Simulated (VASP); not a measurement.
Write the native input for VASP 6.6.1 that does the following.

```
Task                   : single point
Functional             : PBE
Potentials or basis    : VASP PAW PBE potentials, release 64 (Co, Ti_sv)
Cutoff                 : 520 eV
k mesh                 : 9 × 9 × 9
Occupations            : fermi-dirac, width 0.05 eV
Spin                   : collinear spin, ferromagnetic start
Starting moments       : [2.0, 1.0] μB
Dipole correction      : no
Further INCAR settings : ALGO = Normal; EDIFF = 1e-06; NBANDS = 22
```

The structure of TiCo lies in POSCAR:

```
TiCo
1.0
    3.0254064304      0.0000000000      0.0000000000
    0.0000000000      3.0254064304      0.0000000000
    0.0000000000      0.0000000000      3.0254064304
Co Ti
1 1
Direct
    0.5000000000      0.5000000000      0.5000000000
    0.0000000000      0.0000000000      0.0000000000
```

This cell differs from its parent crystal: volume scaled by 1.04.

One way to write it, as run:

INCAR

```
SYSTEM = TiCo
PREC = Accurate
ENCUT = 520
EDIFF = 1E-6
ISMEAR = -1
SIGMA = 0.05
LREAL = .False.
LASPH = .True.
NELM = 150
ALGO = Normal
ISIF = 2
LWAVE = .False.
LCHARG = .False.
ISPIN = 2
MAGMOM = 2 1
LORBIT = 11
LMAXMIX = 4
GGA = PE
NBANDS = 22
```

KPOINTS

```
regular mesh
0
Gamma
  9 9 9
  0 0 0
```

Potentials or basis: VASP PAW PBE potentials, release 64 (Co, Ti_sv).

The run is started by

```console
$ cat potpaw_PBE.64/Co/POTCAR potpaw_PBE.64/Ti_sv/POTCAR > POTCAR
$ mpirun -np 1 vasp_std > vasp.out
```

It gave:

The pressure is -6.8 GPa and the net moment is 0.84 μB per cell. The site moments are Co +0.96; Ti -0.05 μB and the valence electrons inside the program's atomic spheres are Co 8.22; Ti 10.23.

Wall time 30 s on 1 thread of Intel(R) Xeon(R) Platinum 8259CL CPU @ 2.50GHz (Skylake/Cascade Lake), on a shared host, peak memory 0.17 GiB.
